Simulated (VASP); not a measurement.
CdF2: single point with PBE

Crystal: CdF2.

```
Cd F
1.0
     0.00000    2.76755    2.76755
     2.76755    0.00000    2.76755
     2.76755    2.76755    0.00000
Cd F
1 2
Cartesian
  0.0000 0.0000 0.0000
  1.3838 1.3838 1.3838
  4.1513 4.1513 4.1513
```

This cell differs from its parent crystal: volume changed by +3%.

```
Program             : VASP 6.6.1
Task                : single point
Functional          : PBE
Potentials or basis : VASP PAW PBE potentials, release 64 (Cd, F)
Cutoff              : 520 eV
k mesh              : 6 × 6 × 6
Occupations         : gaussian, width 0.01 eV
Spin                : no spin polarisation
```

* Pressure: -2.1 GPa
* Band gap on the k mesh: 2.80 eV, indirect (least direct gap 3.37 eV)

Levels at points of the mesh, in eV from the valence-band top:
| k point | band 9 | band 10 | band 11 | band 12 | band 13 | band 14 | band 15 | band 16 | band 17 | band 18 |
| --- | --- | --- | --- | --- | --- | --- | --- | --- | --- | --- |
| (0.00, 0.00, 0.00) | -0.77 | -0.77 | -0.57 | -0.57 | -0.57 | 2.80 | 12.32 | 12.32 | 12.32 | 16.92 |
| (0.50, 0.00, 0.00) | -1.93 | -1.54 | -1.54 | -0.42 | -0.42 | 6.58 | 8.89 | 13.81 | 13.81 | 17.63 |
| (0.50, 0.50, 0.00) | -2.54 | -2.54 | -0.34 | -0.06 | -0.06 | 7.36 | 9.23 | 11.76 | 13.58 | 13.58 |

Run time: 11 s on 1 thread of Intel(R) Xeon(R) Platinum 8488C (Sapphire Rapids), with other jobs on the host, peak memory 0.16 GiB.

 A k mesh can miss the band edges.
